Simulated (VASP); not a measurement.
# MgO (P6_3/mmc) in VASP: further runs

The runs below take MgO through single point, with PBE, r2SCAN.

All numbers are computed with VASP 6.6.1; they aren't measurements. Logs are shortened: lines on timing, memory, paths and dates and some standing lists are left out, and cuts for length are marked.

## (1) The cell of the first run

The structure is hexagonal, space group P6_3/mmc (No. 194). Conventional cell: a = 3.484 Å, b = 3.484 Å, c = 4.185 Å, α = 90.00°, β = 90.00°, γ = 120.00°. Mg (site symmetry -6m2) has 5 O at 2.01 to 2.09 Å within 2.7 Å. O (site symmetry -6m2) has 5 Mg at 2.01 to 2.09 Å within 2.7 Å.

## (2) Single point, PBE

INCAR reads:

```
SYSTEM = MgO
  ALGO = Normal
  EDIFF = 1E-6
  ENCUT = 520
  GGA = PE
  ISIF = 2
  ISMEAR = 0
  LASPH = .True.
  LCHARG = .False.
  LREAL = .False.
  LWAVE = .False.
  NBANDS = 16
  NELM = 80
  PREC = Accurate
  SIGMA = 0.01
```

KPOINTS reads:

```
k-points
0
Gamma
  12 12 6
  0 0 0
```

POSCAR reads:

```
MgO
1.0
    3.4840198093      0.0000000000      0.0000000000
   -1.7420099047      3.0172496621      0.0000000000
    0.0000000000      0.0000000000      4.1853204648
Mg O
2 2
Direct
    0.3333333333      0.6666666667      0.2500000000
    0.6666666667      0.3333333333      0.7500000000
    0.6666666667      0.3333333333      0.2500000000
    0.3333333333      0.6666666667      0.7500000000
```

Potentials or basis: VASP PAW PBE potentials, release 64 (Mg, O).

Launch:

```
$ cat potpaw_PBE.64/Mg/POTCAR potpaw_PBE.64/O/POTCAR > POTCAR
$ mpirun -np 1 vasp_std > vasp.out
```

OUTCAR:

```text
SYSTEM = MgO
   EDIFF = 1E-6
   ENCUT = 520
   GGA = PE
   ISIF = 2
   ISMEAR = 0
   LASPH = .True.
   LREAL = .False.
   NELM = 80
   PREC = Accurate

 ion  position               nearest neighbor table
   1  0.333  0.667  0.250-   3 2.01   3 2.01   3 2.01   4 2.09   4 2.09   2 2.90   2 2.90   2 2.90
                             2 2.90   2 2.90   2 2.90
   2  0.667  0.333  0.750-   4 2.01   4 2.01   4 2.01   3 2.09   3 2.09   1 2.90   1 2.90   1 2.90
                             1 2.90   1 2.90   1 2.90
   3  0.667  0.333  0.250-   1 2.01   1 2.01   1 2.01   2 2.09   2 2.09
   4  0.333  0.667  0.750-   2 2.01   2 2.01   2 2.01   1 2.09   1 2.09

  LATTYP: Found a hexagonal cell.
 ALAT       =     3.4840198093
 C/A-ratio  =     1.2012906625

  Lattice vectors:

 A1 = (   3.4840198093,   0.0000000000,   0.0000000000)
 A2 = (  -1.7420099047,   3.0172496621,   0.0000000000)
 A3 = (   0.0000000000,   0.0000000000,   4.1853204648)

Analysis of symmetry for initial positions (statically):
=====================================================================
 Subroutine PRICEL returns:
 Original cell was already a primitive cell.

 Routine SETGRP: Setting up the symmetry group for a
 hexagonal supercell.

 Subroutine GETGRP returns: Found 24 space group operations
 (whereof 12 operations were pure point group operations)
 out of a pool of 24 trial point group operations.

The static configuration has the point symmetry D_3d.
 The point group associated with its full space group is D_6h.

Analysis of symmetry for dynamics (positions and initial velocities):
=====================================================================
 Subroutine PRICEL returns:
 Original cell was already a primitive cell.

 Routine SETGRP: Setting up the symmetry group for a
 hexagonal supercell.

 Subroutine GETGRP returns: Found 24 space group operations
 (whereof 12 operations were pure point group operations)
 out of a pool of 24 trial point group operations.

The dynamic configuration has the point symmetry D_3d.
 The point group associated with its full space group is D_6h.

 Subroutine INISYM returns: Found 24 space group operations
 (whereof 12 operations are pure point group operations),
 and found     1 'primitive' translations

----------------------------------------------------------------------------------------

                                     Primitive cell

  volume of cell :      43.9967

  direct lattice vectors                    reciprocal lattice vectors
     3.484019809  0.000000000  0.000000000     0.287024774  0.165713831  0.000000000
    -1.742009905  3.017249662  0.000000000     0.000000000  0.331427662  0.000000000
     0.000000000  0.000000000  4.185320465     0.000000000  0.000000000  0.238930330

  length of vectors
     3.484019809  3.484019809  4.185320465     0.331427662  0.331427662  0.238930330

  position of ions in fractional coordinates (direct lattice)
     0.333333333  0.666666667  0.250000000
     0.666666667  0.333333333  0.750000000
     0.666666667  0.333333333  0.250000000
     0.333333333  0.666666667  0.750000000

  ion indices of the primitive-cell ions
   primitive index   ion index
                 1           1
                 2           2
                 3           3
                 4           4

----------------------------------------------------------------------------------------

 KPOINTS: k-points

Automatic generation of k-mesh.
 Grid dimensions read from file:
 generate k-points for:   12   12    6

 Generating k-lattice:

  Cartesian coordinates                     Fractional coordinates (reciprocal lattice)
     0.023918731  0.013809486  0.000000000     0.083333333 -0.000000000  0.000000000
     0.000000000  0.027618972  0.000000000     0.000000000  0.083333333  0.000000000
     0.000000000  0.000000000  0.039821722     0.000000000  0.000000000  0.166666667

  Length of vectors
     0.027618972  0.027618972  0.039821722

  Shift w.r.t. Gamma in fractional coordinates (k-lattice)
     0.000000000  0.000000000  0.000000000

 Subroutine IBZKPT returns following result:
 ===========================================

 Found     76 irreducible k-points:

 Following reciprocal coordinates:
            Coordinates               Weight
  0.000000  0.000000  0.000000      1.000000
  0.083333 -0.000000  0.000000      6.000000
  0.166667  0.000000  0.000000      6.000000
  0.250000  0.000000  0.000000      6.000000
  0.333333 -0.000000  0.000000      6.000000
  0.416667  0.000000  0.000000      6.000000
[... 16 lines left out ...]
  0.250000  0.000000  0.166667     12.000000
  0.333333 -0.000000  0.166667     12.000000
 [... further k-points ...]
   k-points           NKPTS =     76   k-points in BZ     NKDIM =     76   number of bands    NBANDS=     16
   number of dos      NEDOS =    301   number of ions     NIONS =      4
   total plane-waves  NPLWV =  25088
   dimension x,y,z NGX =    28 NGY =   28 NGZ =   32
   dimension x,y,z NGXF=    56 NGYF=   56 NGZF=   64
   ions per type =               2   2
   NGX,Y,Z   is equivalent  to a cutoff of  13.36, 13.36, 12.71 a.u.
   NGXF,Y,Z  is equivalent  to a cutoff of  26.72, 26.72, 25.42 a.u.
 SYSTEM =  MgO
   PREC   = accura    normal or accurate (medium, high low for compatibility)
   ISTART =      0    job   : 0-new  1-cont  2-samecut
   ICHARG =      2    charge: 1-file 2-atom 10-const
   ISPIN  =      1    spin polarized calculation?
   LNONCOLLINEAR =      F non collinear calculations
   LSORBIT =      F    spin-orbit coupling
   LASPH  =      T    aspherical Exc in radial PAW
   ENCUT  =  520.0 eV  38.22 Ry    6.18 a.u.   6.48  6.48  7.78*2*pi/ulx,y,z
   NELM   =     80;   NELMIN=  2; NELMDL= -5     # of ELM steps
   EDIFF  = 0.1E-05   stopping-criterion for ELM
   LREAL  =      F    real-space projection
   EDIFFG = 0.1E-04   stopping-criterion for IOM
   NSW    =      0    number of steps for IOM
   IBRION =     -1    ionic relax: 0-MD 1-quasi-New 2-CG
   NFREE  =      0    steps in history (QN), initial steepest desc. (CG)
   ISIF   =      2    stress and relaxation
   ISYM   =      2    0-nonsym 1-usesym 2-fastsym
   POTIM  = 0.5000    time-step for ionic-motion
   TEBEG  =    0.0;   TEEND  =   0.0 temperature during run
   PSTRESS=    0.0 pullay stress
   NELECT =      16.0000    total number of electrons
   NUPDOWN=      -1.0000    fix difference up-down
   EMIN   =  10.00;   EMAX   =-10.00  energy-range for DOS
   EFERMI =   0.00;   METHOD = LEGACY
   ISMEAR =     0;   SIGMA  =   0.01  broadening in eV -4-tet -1-fermi 0-gaus
   EFERMI_NEDOS =   21; number of points for ismear=-14 and -15
   IALGO  =     38    algorithm
   IMIX   =      4    mixing-type and parameters
     AMIX     =   0.40;   BMIX     =  1.00
     AMIX_MAG =   1.60;   BMIX_MAG =  1.00
  volume/ion in A,a.u.               =      11.00        74.23
  Fermi-wavevector in a.u.,A,eV,Ry     =   1.168534  2.208209 18.578366  1.365471
  Thomas-Fermi vector in A             =   2.305019
   LORBIT       =      0    0 simple, 1 ext, 2 COOP (PROOUT), +10 PAW based schemes
   GGA     = PE    functional components
   LHFCALC =     F    Hartree Fock is set to
   AEXX    =    0.0000 exact exchange contribution
   IVDW    =     0    specifies the selected vdW correction
   LEPSILON=     F    determine dielectric tensor
   LRPA    =     F    only Hartree local field effects (RPA)
 non-spin polarized calculation
 Gauss-broadening in eV      SIGMA  =   0.01
  energy-cutoff  :      520.00
  volume of cell :       44.00
 maximum number of plane-waves:      1204
 NGX is ok and might be reduce to    28
   NGX = 13   NGY = 13   NGZ = 15

 number of electron      15.9999998 magnetization

 Free energy of the ion-electron system (eV)
  ---------------------------------------------------
  ext. energy  EPLUGINS =         0.00000000
  ---------------------------------------------------
  free energy    TOTEN  =       -23.65795936 eV

  energy without entropy =      -23.65795936  energy(sigma->0) =      -23.65795936

 E-fermi :   2.1308     XC(G=0): -10.0731

 val. band max:        2.0084932675   @ k =   0.0000   0.0000   0.0000
 cond. band min:       5.4426368153   @ k =   0.0000   0.0000   0.0000
 fundamental gap:      3.4341435478
 Fermi energy:         2.1307644801

 k-point     1 :       0.0000    0.0000    0.0000
  band No.  band energies     occupation
      1     -14.9312      2.00000
      2     -13.5360      2.00000
      3      -1.6407      2.00000
      4       0.2725      2.00000
      5       0.2725      2.00000
      6       1.1984      2.00000
[... 8 lines left out ...]
     15      17.6356      0.00000
     16      17.6839      0.00000

 k-point     2 :       0.0833   -0.0000    0.0000
  band No.  band energies     occupation
      1     -14.8969      2.00000
      2     -13.5417      2.00000
      3      -1.5861      2.00000
      4       0.1640      2.00000
      5       0.2158      2.00000
      6       1.0132      2.00000
[... 8 lines left out ...]
     15      17.3009      0.00000
     16      17.3638      0.00000

 k-point     3 :       0.1667    0.0000    0.0000
  band No.  band energies     occupation
      1     -14.7980      2.00000
      2     -13.5608      2.00000
      3      -1.4262      2.00000
      4      -0.1738      2.00000
      5       0.0803      2.00000
      6       0.6661      2.00000
[... 8 lines left out ...]
     15      16.6425      0.00000
     16      16.8352      0.00000

 k-point     4 :       0.2500    0.0000    0.0000
  band No.  band energies     occupation
      1     -14.6488      2.00000
      2     -13.5997      2.00000
      3      -1.1737      2.00000
      4      -0.6658      2.00000
      5      -0.0761      2.00000
      6       0.3867      2.00000
[... 8 lines left out ...]
     15      15.9066      0.00000
     16      16.6540      0.00000
[... 324 lines left out ...]
 k-point    22 :       0.1667    0.0000    0.1667
  band No.  band energies     occupation
      1     -14.7133      2.00000
      2     -13.6395      2.00000
      3      -1.4211      2.00000
      4      -0.0540      2.00000
      5       0.1528      2.00000
      6       0.4447      2.00000
[... 8 lines left out ...]
     15      16.5487      0.00000
     16      17.3392      0.00000

 k-point    23 :       0.2500    0.0000    0.1667
  band No.  band energies     occupation
      1     -14.5729      2.00000
      2     -13.6616      2.00000
      3      -1.3783      2.00000
      4      -0.4628      2.00000
      5       0.0071      2.00000
      6       0.2192      2.00000
[... 8 lines left out ...]
     15      16.4084      0.00000
     16      16.6975      0.00000

 k-point    24 :       0.3333   -0.0000    0.1667
  band No.  band energies     occupation
      1     -14.4092      2.00000
      2     -13.7050      2.00000
      3      -1.4876      2.00000
      4      -0.6555      2.00000
      5      -0.1204      2.00000
      6       0.0753      2.00000
[... 8 lines left out ...]
     15      16.2452      0.00000
     16      16.4880      0.00000

 [... further k-points ...]
[... 5 lines left out ...]
  --------------------------------------------------------------------------------------
  -------------------------------------------------------------------------------------
  Total        1.0508379      1.0508379      1.1799216     -0.0000000      0.0000000      0.0000000
  in kB       38.2671175     38.2671175     42.9678039     -0.0000000      0.0000000      0.0000000
  external PRESSURE =      39.8340130 kB  Pullay stress =       0.0000000 kB

 VOLUME and BASIS-vectors are now :
 -----------------------------------------------------------------------------
  energy-cutoff  :      520.00
  volume of cell :       44.00
      direct lattice vectors                 reciprocal lattice vectors
     3.484019809  0.000000000  0.000000000     0.287024774  0.165713831  0.000000000
    -1.742009905  3.017249662  0.000000000     0.000000000  0.331427662  0.000000000
     0.000000000  0.000000000  4.185320465     0.000000000  0.000000000  0.238930330

 POSITION                                       TOTAL-FORCE (eV/Angst)
 -----------------------------------------------------------------------------------
     -0.00000      2.01150      1.04633         0.000000     -0.000000      0.000000
      1.74201      1.00575      3.13899        -0.000000      0.000000      0.000000
      1.74201      1.00575      1.04633        -0.000000      0.000000      0.000000
     -0.00000      2.01150      3.13899         0.000000      0.000000      0.000000
 -----------------------------------------------------------------------------------
    total drift:                               -0.000000      0.000000     -0.000000

  FREE ENERGIE OF THE ION-ELECTRON SYSTEM (eV)
  ---------------------------------------------------
  free  energy   TOTEN  =       -23.6579593589 eV

  energy  without entropy=      -23.6579593589  energy(sigma->0) =      -23.65795936
```

Run time: 59 s. Hardware: 1 thread of Intel Xeon Platinum 8175M at 2.50GHz (Skylake/Cascade Lake), shared host; peak memory 0.19 GiB.

Results:

- Free energy: -23.6580 eV
- Pressure: 4.0 GPa
- Band gap on the k mesh: 3.43 eV, direct

Levels at points of the mesh, in eV from the valence-band top:
```tsv
k point	band 5	band 6	band 7	band 8	band 9	band 10	band 11	band 12
(0.00, 0.00, 0.00)	-1.74	-0.81	-0.81	0.00	3.43	9.47	12.24	12.55
(0.50, 0.00, 0.00)	-2.34	-1.97	-1.30	-0.53	7.00	9.08	9.85	12.11
(0.00, 0.00, 0.50)	-1.29	-1.29	-1.29	-1.29	6.46	6.46	12.91	12.91
(0.50, 0.00, 0.50)	-1.54	-1.54	-0.82	-0.82	7.33	7.33	11.97	11.97
```

## (3) Single point, r2SCAN

POSCAR is that of step 2.

INCAR.step1 reads:

```
ALGO = Normal
EDIFF = 1E-4
ENCUT = 520
GGA = PE
ISMEAR = 0
LASPH = True
LCHARG = False
LREAL = False
LWAVE = True
NBANDS = 16
NELM = 60
PREC = Accurate
SIGMA = 0.01
```

INCAR.step2 reads:

```
ALGO = Normal
EDIFF = 1E-6
ENCUT = 520
ISIF = 2
ISMEAR = 0
ISTART = 1
LASPH = True
LCHARG = False
LMIXTAU = True
LREAL = False
LWAVE = False
METAGGA = R2SCAN
NBANDS = 16
NELM = 60
PREC = Accurate
SIGMA = 0.01
```

KPOINTS reads:

```
k-points
0
Gamma
  9 9 6
```

Potentials or basis: VASP PAW PBE potentials, release 64 (Mg, O).

Launch:

```
$ cat potpaw_PBE.64/Mg/POTCAR potpaw_PBE.64/O/POTCAR > POTCAR
$ cp INCAR.step1 INCAR
$ mpirun -np 1 vasp_std > vasp.out
$ cp INCAR.step2 INCAR
$ mpirun -np 1 vasp_std > vasp.out
```

OUTCAR:

```text
EDIFF = 1E-6
   ENCUT = 520
   ISIF = 2
   ISMEAR = 0
   ISTART = 1
   LASPH = True
   LREAL = False
   METAGGA = R2SCAN
   NELM = 60
   PREC = Accurate

 ion  position               nearest neighbor table
   1  0.333  0.667  0.250-   3 2.01   3 2.01   3 2.01   4 2.09   4 2.09   2 2.90   2 2.90   2 2.90
                             2 2.90   2 2.90   2 2.90
   2  0.667  0.333  0.750-   4 2.01   4 2.01   4 2.01   3 2.09   3 2.09   1 2.90   1 2.90   1 2.90
                             1 2.90   1 2.90   1 2.90
   3  0.667  0.333  0.250-   1 2.01   1 2.01   1 2.01   2 2.09   2 2.09
   4  0.333  0.667  0.750-   2 2.01   2 2.01   2 2.01   1 2.09   1 2.09

  LATTYP: Found a hexagonal cell.
 ALAT       =     3.4840198093
 C/A-ratio  =     1.2012906625

  Lattice vectors:

 A1 = (   3.4840198093,   0.0000000000,   0.0000000000)
 A2 = (  -1.7420099047,   3.0172496621,   0.0000000000)
 A3 = (   0.0000000000,   0.0000000000,   4.1853204648)

Analysis of symmetry for initial positions (statically):
=====================================================================
 Subroutine PRICEL returns:
[... 174 lines left out ...]
  free energy    TOTEN  =       -32.06984590 eV

  energy without entropy =      -32.06984590  energy(sigma->0) =      -32.06984590

 E-fermi :   1.6768     XC(G=0): -10.5611

 val. band max:        1.5959775856   @ k =   0.0000   0.0000   0.0000
 cond. band min:       5.6759750007   @ k =   0.0000   0.0000   0.0000
 fundamental gap:      4.0799974151
 Fermi energy:         1.6768420302

 k-point     1 :       0.0000    0.0000    0.0000
  band No.  band energies     occupation
      1     -16.2964      2.00000
      2     -14.9330      2.00000
      3      -2.0853      2.00000
      4      -0.1708      2.00000
      5      -0.1708      2.00000
      6       0.7596      2.00000
[... 433 lines left out ...]
      3      -1.9277      2.00000
      4      -1.2229      2.00000
      5      -1.2229      2.00000
      6       0.4013      2.00000
[... 8 lines left out ...]
     15      16.5619      0.00000
     16      19.2781      0.00000

 [... further k-points ...]
[... 5 lines left out ...]
  --------------------------------------------------------------------------------------
  -------------------------------------------------------------------------------------
  Total       -0.1819279     -0.1819279     -0.2642321      0.0000000      0.0000000     -0.0000000
  in kB       -6.6250519     -6.6250519     -9.6222251      0.0000000      0.0000000     -0.0000000
  external PRESSURE =      -7.6241096 kB  Pullay stress =       0.0000000 kB

 VOLUME and BASIS-vectors are now :
 -----------------------------------------------------------------------------
  energy-cutoff  :      520.00
  volume of cell :       44.00
      direct lattice vectors                 reciprocal lattice vectors
     3.484019809  0.000000000  0.000000000     0.287024774  0.165713831  0.000000000
    -1.742009905  3.017249662  0.000000000     0.000000000  0.331427662  0.000000000
     0.000000000  0.000000000  4.185320465     0.000000000  0.000000000  0.238930330

 POSITION                                       TOTAL-FORCE (eV/Angst)
 -----------------------------------------------------------------------------------
     -0.00000      2.01150      1.04633         0.000000     -0.000000      0.000000
      1.74201      1.00575      3.13899        -0.000000      0.000000      0.000000
      1.74201      1.00575      1.04633        -0.000000      0.000000      0.000000
     -0.00000      2.01150      3.13899        -0.000000      0.000000      0.000000
 -----------------------------------------------------------------------------------
    total drift:                               -0.000000      0.000000     -0.000000

  FREE ENERGIE OF THE ION-ELECTRON SYSTEM (eV)
  ---------------------------------------------------
  free  energy   TOTEN  =       -32.0698459004 eV

  energy  without entropy=      -32.0698459004  energy(sigma->0) =      -32.06984590
```

OSZICAR.step1:

```text
N       E                     dE             d eps       ncg     rms          rms(c)
DAV:   1     0.626975194091E+02    0.62698E+02   -0.75851E+03  1536   0.889E+02
DAV:   2    -0.236649039165E+02   -0.86362E+02   -0.78783E+02  2184   0.198E+02
DAV:   3    -0.276510210161E+02   -0.39861E+01   -0.39719E+01  1776   0.436E+01
DAV:   4    -0.276674007570E+02   -0.16380E-01   -0.16379E-01  1864   0.326E+00
DAV:   5    -0.276674803395E+02   -0.79582E-04   -0.79582E-04  1752   0.219E-01    0.112E+01
DAV:   6    -0.237213269446E+02    0.39462E+01   -0.10345E+01  1616   0.249E+01    0.354E+00
DAV:   7    -0.236751084462E+02    0.46218E-01   -0.14835E-01  1576   0.310E+00    0.212E+00
DAV:   8    -0.236598236200E+02    0.15285E-01   -0.93354E-02  1608   0.327E+00    0.521E-01
DAV:   9    -0.236570562788E+02    0.27673E-02   -0.67811E-03  1888   0.741E-01    0.113E-01
DAV:  10    -0.236579242539E+02   -0.86798E-03   -0.87915E-04  1544   0.205E-01    0.350E-02
DAV:  11    -0.236579434445E+02   -0.19191E-04   -0.23993E-05  1200   0.386E-02
   1 F= -.23657943E+02 E0= -.23657943E+02  d E =-.165989E-68
```

Run time: 3.2 min. Hardware: 1 thread of Intel Xeon Platinum 8175M at 2.50GHz (Skylake/Cascade Lake), shared host; peak memory 0.18 GiB.

What came out:

```
Free energy            : -32.0698 eV
Pressure               : -0.8 GPa
Band gap on the k mesh : 4.08 eV, direct
```

Stress tensor (GPa, compression positive):
```
-0.66  0.00  0.00
 0.00 -0.66  0.00
 0.00  0.00 -0.96
```

Levels at points of the mesh, in eV from the valence-band top:
| k point | band 4 | band 5 | band 6 | band 7 | band 8 | band 9 | band 10 | band 11 | band 12 | band 13 |
| --- | --- | --- | --- | --- | --- | --- | --- | --- | --- | --- |
| (0.00, 0.00, 0.00) | -1.77 | -1.77 | -0.84 | -0.84 | 0.00 | 4.08 | 10.38 | 13.16 | 13.47 | 13.47 |
| (0.00, 0.00, 0.50) | -2.42 | -1.32 | -1.32 | -1.32 | -1.32 | 7.14 | 7.14 | 13.85 | 13.85 | 13.85 |

Caveat: the PAW data sets were made with another functional, which shifts forces and pressure a little.

(Continued in part 2 of 2.)
